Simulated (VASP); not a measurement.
# Ni3Ge (P4/mmm) in VASP: a series of runs

Ni3Ge is run at these levels: PBEsol; tasks: single point.

All numbers are computed with VASP 6.6.1; they aren't measurements. Logs are shortened: lines on timing, memory, paths and dates and some standing lists are left out, and cuts for length are marked.

## Step 1: The cell of the first run

Symmetry: P4/mmm, No. 123, tetragonal system. The conventional cell has a = 3.578 Å, b = 3.578 Å, c = 3.419 Å, α = 90.00°, β = 90.00°, γ = 90.00°. Within 3.6 Å of Ni (site symmetry mmm) lie 14 Ni at 2.47 to 3.58 Å and 4 Ge at 2.47 Å. Within 3.6 Å of Ni (site symmetry 4/mmm) lie 14 Ni at 2.47 to 3.58 Å and 4 Ge at 2.53 Å. Ge (site symmetry 4/mmm) has 12 Ni at 2.47 to 2.53 Å and 6 Ge at 3.42 to 3.58 Å within 3.6 Å.

## Step 2: Single point, PBEsol (strain +0.015 along x and y, -0.030 along z)

INCAR

```
PREC = Accurate
ENCUT = 520
EDIFF = 1E-7
ISMEAR = 0
SIGMA = 0.15
LREAL = F
LASPH = T
NELM = 100
ALGO = Fast
ISIF = 2
LWAVE = F
LCHARG = T
GGA = PS
LELF = T
LVHAR = T
NBANDS = 30
```

KPOINTS

```
regular mesh
0
Gamma
  14 14 14
```

POSCAR

```
Ni3Ge
1.0
    3.5777879887      0.0000000000      0.0000000000
    0.0000000000      3.5777879887      0.0000000000
    0.0000000000      0.0000000000      3.4191668464
Ni Ge
3 1
Direct
    0.5000000000      0.0000000000      0.5000000000
    0.0000000000      0.5000000000      0.5000000000
    0.5000000000      0.5000000000      0.0000000000
    0.0000000000      0.0000000000      0.0000000000
```

Potentials or basis: VASP PAW PBE potentials, release 64 (Ni, Ge_d).

Launch:

```
cat potpaw_PBE.64/Ni/POTCAR potpaw_PBE.64/Ge_d/POTCAR > POTCAR
mpirun -np 1 vasp_std > vasp.out
```

OUTCAR:

```text
PREC = Accurate
   ENCUT = 520
   EDIFF = 1E-7
   ISMEAR = 0
   LREAL = F
   LASPH = T
   NELM = 100
   ISIF = 2
   GGA = PS

 ion  position               nearest neighbor table
   1  0.500  0.000  0.500-   3 2.47   4 2.47   3 2.47   4 2.47   3 2.47   3 2.47   4 2.47   4 2.47
                             2 2.53   2 2.53   2 2.53   2 2.53
   2  0.000  0.500  0.500-   3 2.47   4 2.47   3 2.47   4 2.47   4 2.47   4 2.47   3 2.47   3 2.47
                             1 2.53   1 2.53   1 2.53   1 2.53
   3  0.500  0.500  0.000-   1 2.47   2 2.47   1 2.47   2 2.47   1 2.47   1 2.47   2 2.47   2 2.47
                             4 2.53   4 2.53   4 2.53   4 2.53
   4  0.000  0.000  0.000-   1 2.47   2 2.47   1 2.47   2 2.47   2 2.47   2 2.47   1 2.47   1 2.47
                             3 2.53   3 2.53   3 2.53   3 2.53

  LATTYP: Found a simple tetragonal cell.
 ALAT       =     3.5777879887
 C/A-ratio  =     0.9556650246

  Lattice vectors:

 A1 = (   3.5777879887,   0.0000000000,   0.0000000000)
 A2 = (   0.0000000000,   3.5777879887,   0.0000000000)
 A3 = (   0.0000000000,   0.0000000000,   3.4191668464)

Analysis of symmetry for initial positions (statically):
=====================================================================
 Subroutine PRICEL returns:
 Original cell was already a primitive cell.

 Routine SETGRP: Setting up the symmetry group for a
 simple tetragonal supercell.

 Subroutine GETGRP returns: Found 16 space group operations
 (whereof 16 operations were pure point group operations)
 out of a pool of 16 trial point group operations.

The static configuration has the point symmetry D_4h.

Analysis of symmetry for dynamics (positions and initial velocities):
=====================================================================
 Subroutine PRICEL returns:
 Original cell was already a primitive cell.

 Routine SETGRP: Setting up the symmetry group for a
 simple tetragonal supercell.

 Subroutine GETGRP returns: Found 16 space group operations
 (whereof 16 operations were pure point group operations)
 out of a pool of 16 trial point group operations.

The dynamic configuration has the point symmetry D_4h.

 Subroutine INISYM returns: Found 16 space group operations
 (whereof 16 operations are pure point group operations),
 and found     1 'primitive' translations

----------------------------------------------------------------------------------------

                                     Primitive cell

  volume of cell :      43.7673

  direct lattice vectors                    reciprocal lattice vectors
     3.577787989  0.000000000  0.000000000     0.279502308  0.000000000  0.000000000
     0.000000000  3.577787989  0.000000000     0.000000000  0.279502308  0.000000000
     0.000000000  0.000000000  3.419166846     0.000000000  0.000000000  0.292468910

  length of vectors
     3.577787989  3.577787989  3.419166846     0.279502308  0.279502308  0.292468910

  position of ions in fractional coordinates (direct lattice)
     0.500000000  0.000000000  0.500000000
     0.000000000  0.500000000  0.500000000
     0.500000000  0.500000000  0.000000000
     0.000000000  0.000000000  0.000000000

  ion indices of the primitive-cell ions
   primitive index   ion index
                 1           1
                 2           2
                 3           3
                 4           4

----------------------------------------------------------------------------------------

 KPOINTS: regular mesh

Automatic generation of k-mesh.
 Grid dimensions read from file:
 generate k-points for:   14   14   14

 Generating k-lattice:

  Cartesian coordinates                     Fractional coordinates (reciprocal lattice)
     0.019964451  0.000000000  0.000000000     0.071428571  0.000000000  0.000000000
     0.000000000  0.019964451  0.000000000     0.000000000  0.071428571  0.000000000
     0.000000000  0.000000000  0.020890636     0.000000000  0.000000000  0.071428571

  Length of vectors
     0.019964451  0.019964451  0.020890636

  Shift w.r.t. Gamma in fractional coordinates (k-lattice)
     0.000000000  0.000000000  0.000000000

 Subroutine IBZKPT returns following result:
 ===========================================

 Found    288 irreducible k-points:

 Following reciprocal coordinates:
            Coordinates               Weight
  0.000000  0.000000  0.000000      1.000000
  0.071429  0.000000  0.000000      4.000000
  0.142857  0.000000  0.000000      4.000000
  0.214286  0.000000  0.000000      4.000000
  0.285714  0.000000  0.000000      4.000000
  0.357143  0.000000  0.000000      4.000000
[... 16 lines left out ...]
  0.285714  0.214286  0.000000      8.000000
  0.357143  0.214286  0.000000      8.000000
 [... further k-points ...]
   k-points           NKPTS =    288   k-points in BZ     NKDIM =    288   number of bands    NBANDS=     30
   number of dos      NEDOS =    301   number of ions     NIONS =      4
[... 36 lines left out ...]
     AMIX_MAG =   1.60;   BMIX_MAG =  1.00
  volume/ion in A,a.u.               =      10.94        73.84
  Fermi-wavevector in a.u.,A,eV,Ry     =   1.639995  3.099141 36.594012  2.689584
  Thomas-Fermi vector in A             =   2.730707
   LORBIT       =      0    0 simple, 1 ext, 2 COOP (PROOUT), +10 PAW based schemes
   GGA     = PS    functional components
   LHFCALC =     F    Hartree Fock is set to
   AEXX    =    0.0000 exact exchange contribution
   IVDW    =     0    specifies the selected vdW correction
   LEPSILON=     F    determine dielectric tensor
   LRPA    =     F    only Hartree local field effects (RPA)
 non-spin polarized calculation
 RMM-DIIS sequential band-by-band and
 Gauss-broadening in eV      SIGMA  =   0.15
  energy-cutoff  :      520.00
  volume of cell :       43.77
 maximum number of plane-waves:      1196
 NGX is ok and might be reduce to    28
   NGX = 13   NGY = 13   NGZ = 13

 number of electron      44.0000047 magnetization

 Free energy of the ion-electron system (eV)
  ---------------------------------------------------
  ext. energy  EPLUGINS =         0.00000000
  ---------------------------------------------------
  free energy    TOTEN  =       -24.72501001 eV

  energy without entropy =      -24.70460886  energy(sigma->0) =      -24.71480944

 E-fermi :  10.2949     XC(G=0): -13.6814

 val. band max:       10.2913153212   @ k =   0.2143   0.0000   0.0714
 cond. band min:      10.3008533654   @ k =   0.2857   0.0000   0.0714
 fundamental gap:      0.0095380442
 Fermi energy:        10.2948563151

 k-point     1 :       0.0000    0.0000    0.0000
  band No.  band energies     occupation
      1     -14.3185      2.00000
      2     -14.3109      2.00000
      3     -14.3023      2.00000
      4     -14.3023      2.00000
      5     -14.2925      2.00000
      6      -2.3315      2.00000
[... 22 lines left out ...]
     29      20.6187      0.00000
     30      21.1755      0.00000

 k-point     2 :       0.0714    0.0000    0.0000
  band No.  band energies     occupation
      1     -14.3180      2.00000
      2     -14.3100      2.00000
      3     -14.3022      2.00000
      4     -14.3022      2.00000
      5     -14.2925      2.00000
      6      -2.2756      2.00000
[... 22 lines left out ...]
     29      20.4508      0.00000
     30      21.0586      0.00000

 k-point     3 :       0.1429    0.0000    0.0000
  band No.  band energies     occupation
      1     -14.3170      2.00000
      2     -14.3071      2.00000
      3     -14.3021      2.00000
      4     -14.3020      2.00000
      5     -14.2926      2.00000
      6      -2.1099      2.00000
[... 22 lines left out ...]
     29      20.0787      0.00000
     30      20.6056      0.00000

 k-point     4 :       0.2143    0.0000    0.0000
  band No.  band energies     occupation
      1     -14.3158      2.00000
      2     -14.3026      2.00000
      3     -14.3019      2.00000
      4     -14.3018      2.00000
      5     -14.2928      2.00000
      6      -1.8415      2.00000
[... 616 lines left out ...]
     29      20.0378      0.00000
     30      21.5001      0.00000

 k-point    23 :       0.2857    0.2143    0.0000
  band No.  band energies     occupation
      1     -14.3104      2.00000
      2     -14.3013      2.00000
      3     -14.3011      2.00000
      4     -14.2956      2.00000
      5     -14.2916      2.00000
      6      -1.0335      2.00000
[... 22 lines left out ...]
     29      20.1033      0.00000
     30      21.4534      0.00000

 k-point    24 :       0.3571    0.2143    0.0000
  band No.  band energies     occupation
      1     -14.3092      2.00000
      2     -14.3011      2.00000
      3     -14.3009      2.00000
      4     -14.2965      2.00000
      5     -14.2874      2.00000
      6      -0.6520      2.00000
[... 22 lines left out ...]
     29      20.2393      0.00000
     30      21.8505      0.00000

 [... further k-points ...]

------------------------ aborting loop because EDIFF is reached ----------------------------------------

  FORCE on cell =-STRESS in cart. coord.  units (eV):
  Direction    XX          YY          ZZ          XY          YZ          ZX
  --------------------------------------------------------------------------------------
  -------------------------------------------------------------------------------------
  Total       -0.4039585     -0.4039585      1.2434343      0.0000000     -0.0000000      0.0000000
  in kB      -14.7876030    -14.7876030     45.5180788      0.0000000     -0.0000000      0.0000000
  external PRESSURE =       5.3142909 kB  Pullay stress =       0.0000000 kB

 VOLUME and BASIS-vectors are now :
 -----------------------------------------------------------------------------
  energy-cutoff  :      520.00
  volume of cell :       43.77
      direct lattice vectors                 reciprocal lattice vectors
     3.577787989  0.000000000  0.000000000     0.279502308  0.000000000  0.000000000
     0.000000000  3.577787989  0.000000000     0.000000000  0.279502308  0.000000000
     0.000000000  0.000000000  3.419166846     0.000000000  0.000000000  0.292468910

 POSITION                                       TOTAL-FORCE (eV/Angst)
 -----------------------------------------------------------------------------------
      1.78889      0.00000      1.70958         0.000000      0.000000      0.000000
      0.00000      1.78889      1.70958         0.000000      0.000000      0.000000
      1.78889      1.78889      0.00000         0.000000      0.000000      0.000000
      0.00000      0.00000      0.00000         0.000000      0.000000      0.000000
 -----------------------------------------------------------------------------------
    total drift:                                0.000000      0.000000      0.000000

  FREE ENERGIE OF THE ION-ELECTRON SYSTEM (eV)
  ---------------------------------------------------
  free  energy   TOTEN  =       -24.7250100098 eV

  energy  without entropy=      -24.7046088623  energy(sigma->0) =      -24.71480944
```

Run time: 3.6 min. Hardware: 1 thread of Intel Xeon 6975P-C (Granite Rapids), shared host; peak memory 0.41 GiB.

Results:

```
Free energy            : -24.7250 eV
Pressure               : 0.5 GPa
Band gap on the k mesh : zero (bands 22 and 23 overlap by 0.33 eV)
```

Levels at points of the mesh, in eV from the Fermi level:
```
           k point  band 20  band 21  band 22  band 23  band 24  band 25
(0.00, 0.00, 0.00)    -0.38    -0.31    -0.12     0.07     0.07     3.94
(0.50, 0.00, 0.00)    -1.18    -0.51     0.07     3.27     3.87     4.72
(0.50, 0.50, 0.00)    -1.23    -1.04    -0.98     0.51     0.51     5.97
(0.00, 0.00, 0.50)    -1.13    -0.67    -0.12     3.75     3.75     4.43
(0.50, 0.00, 0.50)    -1.09    -0.97    -0.93     0.66     0.67     5.62
(0.50, 0.50, 0.50)    -1.09    -0.55    -0.26    -0.26    -0.16     0.70
```

Caveat: the cell differs from its parent crystal (strain +0.015 along x and y, -0.030 along z); the stress differs along the axes, from -1 to 5 GPa; the PAW data sets were made with another functional, which shifts forces and pressure a little. Spin polarisation is off, so any magnetic state and its effect on volume and gap are missing.

## Step 3: Single point, PBEsol (strain +0.000 along x and y, +0.015 along z)

INCAR

```
ALGO = Fast
EDIFF = 1E-6
ENCUT = 520
GGA = PS
ISIF = 2
ISMEAR = 0
LASPH = T
LCHARG = T
LELF = T
LREAL = F
LVHAR = T
LWAVE = F
NBANDS = 30
NELM = 100
PREC = Accurate
SIGMA = 0.15
```

KPOINTS

```
k-points
0
Gamma
  14 14 14
```

POSCAR

```
Ni3Ge
1.0
    3.5249142746      0.0000000000      0.0000000000
    0.0000000000      3.5249142746      0.0000000000
    0.0000000000      0.0000000000      3.5777879887
Ni Ge
3 1
Direct
    0.5000000000      0.0000000000      0.5000000000
    0.0000000000      0.5000000000      0.5000000000
    0.5000000000      0.5000000000      0.0000000000
    0.0000000000      0.0000000000      0.0000000000
```

Potentials or basis: VASP PAW PBE potentials, release 64 (Ni, Ge_d).

Launch:

```
cat potpaw_PBE.64/Ni/POTCAR potpaw_PBE.64/Ge_d/POTCAR > POTCAR
mpirun -np 1 vasp_std > vasp.out
```

Run time: 3.3 min. Hardware: 1 thread of Intel Xeon 6975P-C (Granite Rapids), shared host; peak memory 0.42 GiB.

It converged, with:

| Item | Value |
| --- | --- |
| Free energy | -24.7425 eV |
| Pressure | -2.7 GPa |
| Band gap on the k mesh | zero (bands 22 and 23 overlap by 0.26 eV) |

Stress tensor (GPa, compression positive):
```
-1.98  0.00  0.00
 0.00 -1.98  0.00
 0.00  0.00 -4.16
```

Levels at points of the mesh, in eV from the Fermi level:
```
           k point  band 18  band 19  band 20  band 21  band 22  band 23  band 24  band 25  band 26  band 27
(0.00, 0.00, 0.00)    -0.87    -0.63    -0.55    -0.30    -0.01    -0.01     0.05     3.85     6.71     6.92
(0.50, 0.00, 0.00)    -1.31    -1.22    -1.14    -0.56    -0.01     3.50     3.69     4.52     5.56     5.84
(0.50, 0.50, 0.00)    -1.37    -1.19    -1.08    -0.95    -0.91     0.64     0.64     5.56     6.23     8.46
(0.00, 0.00, 0.50)    -1.26    -1.26    -1.14    -0.51     0.05     3.53     3.53     4.67     5.77     5.77
(0.50, 0.00, 0.50)    -1.39    -1.21    -1.12    -0.95    -0.95     0.59     0.59     5.68     6.46     8.63
(0.50, 0.50, 0.50)    -1.32    -1.21    -1.13    -0.52    -0.24    -0.21    -0.21     0.64     4.10     4.18
```

Caveat: the cell differs from its parent crystal (strain +0.000 along x and y, +0.015 along z); the PAW data sets were made with another functional, which shifts forces and pressure a little. Spin polarisation is off, so any magnetic state and its effect on volume and gap are missing.

## Step 4: Single point, PBEsol (strain +0.015 along x and y, -0.015 along z)

INCAR

```
SYSTEM = Ni3Ge
PREC = Accurate
ENCUT = 520
EDIFF = 1E-7
ISMEAR = 0
SIGMA = 0.15
LREAL = .False.
LASPH = .True.
NELM = 60
ALGO = Fast
ISIF = 2
LWAVE = .False.
LCHARG = .False.
GGA = PS
NBANDS = 30
```

KPOINTS

```
Automatic mesh
0
Gamma
  14 14 14
  0 0 0
```

POSCAR

```
Ni3Ge
1.0
    3.5777879887      0.0000000000      0.0000000000
    0.0000000000      3.5777879887      0.0000000000
    0.0000000000      0.0000000000      3.4720405605
Ni Ge
3 1
Direct
    0.5000000000      0.0000000000      0.5000000000
    0.0000000000      0.5000000000      0.5000000000
    0.5000000000      0.5000000000      0.0000000000
    0.0000000000      0.0000000000      0.0000000000
```

Launch:

```
cat potpaw_PBE.64/Ni/POTCAR potpaw_PBE.64/Ge_d/POTCAR > POTCAR
mpirun -np 1 vasp_std > vasp.out
```

Run time: 4.3 min. Hardware: 1 thread of Intel Xeon 6975P-C (Granite Rapids), shared host; peak memory 0.42 GiB.

Results (log left out):

* Free energy: -24.7344 eV
* Pressure: -2.8 GPa
* Band gap on the k mesh: zero (bands 22 and 23 overlap by 0.29 eV)

Stress tensor (GPa, compression positive):
```
-4.14  0.00  0.00
 0.00 -4.14  0.00
 0.00  0.00 -0.16
```

Levels at points of the mesh, in eV from the Fermi level:
| k point | band 19 | band 20 | band 21 | band 22 | band 23 | band 24 | band 25 | band 26 |
| --- | --- | --- | --- | --- | --- | --- | --- | --- |
| (0.00, 0.00, 0.00) | -0.57 | -0.52 | -0.31 | -0.08 | 0.05 | 0.05 | 3.83 | 6.60 |
| (0.50, 0.00, 0.00) | -1.24 | -1.15 | -0.51 | 0.05 | 3.34 | 3.73 | 4.62 | 5.48 |
| (0.50, 0.50, 0.00) | -1.24 | -1.17 | -0.99 | -0.95 | 0.54 | 0.54 | 5.79 | 6.71 |
| (0.00, 0.00, 0.50) | -1.15 | -1.13 | -0.62 | -0.08 | 3.65 | 3.65 | 4.40 | 5.62 |
| (0.50, 0.00, 0.50) | -1.18 | -1.08 | -0.95 | -0.92 | 0.63 | 0.64 | 5.57 | 6.23 |
| (0.50, 0.50, 0.50) | -1.24 | -1.10 | -0.52 | -0.24 | -0.24 | -0.18 | 0.65 | 4.11 |

Caveat: the cell differs from its parent crystal (strain +0.015 along x and y, -0.015 along z); the PAW data sets were made with another functional, which shifts forces and pressure a little. Spin polarisation is off, so any magnetic state and its effect on volume and gap are missing.

## Step 5: Single point, PBEsol (strain +0.030 along x and y, -0.030 along z)

INCAR

```
SYSTEM = Ni3Ge
PREC = Accurate ; ENCUT = 520
EDIFF = 1E-6 ; ISMEAR = 0
SIGMA = 0.15 ; LREAL = .False.
LASPH = .True. ; NELM = 80
ALGO = Fast ; ISIF = 2
LWAVE = .False. ; LCHARG = .True.
GGA = PS ; LELF = .True.
LVHAR = .True. ; NBANDS = 30
```

KPOINTS is that of step 4.

POSCAR

```
Ni3Ge
1.0
    3.6306617028      0.0000000000      0.0000000000
    0.0000000000      3.6306617028      0.0000000000
    0.0000000000      0.0000000000      3.4191668464
Ni Ge
3 1
Direct
    0.5000000000      0.0000000000      0.5000000000
    0.0000000000      0.5000000000      0.5000000000
    0.5000000000      0.5000000000      0.0000000000
    0.0000000000      0.0000000000      0.0000000000
```

Launch:

```
cat potpaw_PBE.64/Ni/POTCAR potpaw_PBE.64/Ge_d/POTCAR > POTCAR
mpirun -np 1 vasp_std > vasp.out
```

Wall time 4.1 min (1 thread of Intel Xeon 6975P-C (Granite Rapids), shared host); peak memory 0.42 GiB.

It converged, with:

```
Free energy            : -24.6872 eV
Pressure               : -5.3 GPa
Band gap on the k mesh : zero (bands 22 and 23 overlap by 0.35 eV)
```

Stress tensor (GPa, compression positive):
```
-7.68  0.00  0.00
 0.00 -7.68  0.00
 0.00  0.00 -0.60
```

Levels at points of the mesh, in eV from the Fermi level:
```
           k point  band 18  band 19  band 20  band 21  band 22  band 23  band 24  band 25  band 26  band 27
(0.00, 0.00, 0.00)    -0.74    -0.46    -0.31    -0.16    -0.15     0.08     0.08     3.65     6.29     7.28
(0.50, 0.00, 0.00)    -1.25    -1.16    -1.13    -0.48     0.08     3.06     3.85     4.47     5.21     6.39
(0.50, 0.50, 0.00)    -1.47    -1.24    -1.20    -1.02    -0.95     0.45     0.45     5.86     6.97     9.14
(0.00, 0.00, 0.50)    -1.42    -1.09    -1.04    -0.68    -0.16     3.68     3.68     4.13     5.48     5.48
(0.50, 0.00, 0.50)    -1.22    -1.10    -1.03    -0.94    -0.88     0.64     0.66     5.42     6.00     8.09
(0.50, 0.50, 0.50)    -1.30    -1.21    -1.02    -0.49    -0.27    -0.27    -0.13     0.60     4.00     4.00
```

Caveat: the cell differs from its parent crystal (strain +0.030 along x and y, -0.030 along z); the stress differs along the axes, from -8 to -1 GPa; the PAW data sets were made with another functional, which shifts forces and pressure a little.

## Step 6: Summary

```tsv
cell	further INCAR settings	gap on the mesh (eV)	pressure (GPa)
a = 3.578, b = 3.578, c = 3.419 Å, 4 atoms	ALGO = Fast; EDIFF = 1e-07; NBANDS = 30	none	0.5
a = 3.525, b = 3.525, c = 3.578 Å, 4 atoms	ALGO = Fast; EDIFF = 1e-06; NBANDS = 30	none	-2.7
a = 3.578, b = 3.578, c = 3.472 Å, 4 atoms	ALGO = Fast; EDIFF = 1e-07; NBANDS = 30	none	-2.8
a = 3.631, b = 3.631, c = 3.419 Å, 4 atoms	ALGO = Fast; EDIFF = 1e-06; NBANDS = 30	none	-5.3
```

Alike in all rows: task single point; level PBEsol; potentials or basis VASP PAW PBE potentials, release 64 (Ni, Ge_d); no spin polarisation; k mesh 14 × 14 × 14; cutoff (eV) 520; smearing gaussian 0.15 eV.

Caveats: the PAW data sets were made with another functional, which shifts forces and pressure a little; the stress differs along the axes, from -1 to 5 GPa (at least some runs); the stress differs along the axes, from -8 to -1 GPa (at least some runs).

Total energies depend on the potentials used, so only differences within one code and one set of settings carry meaning.
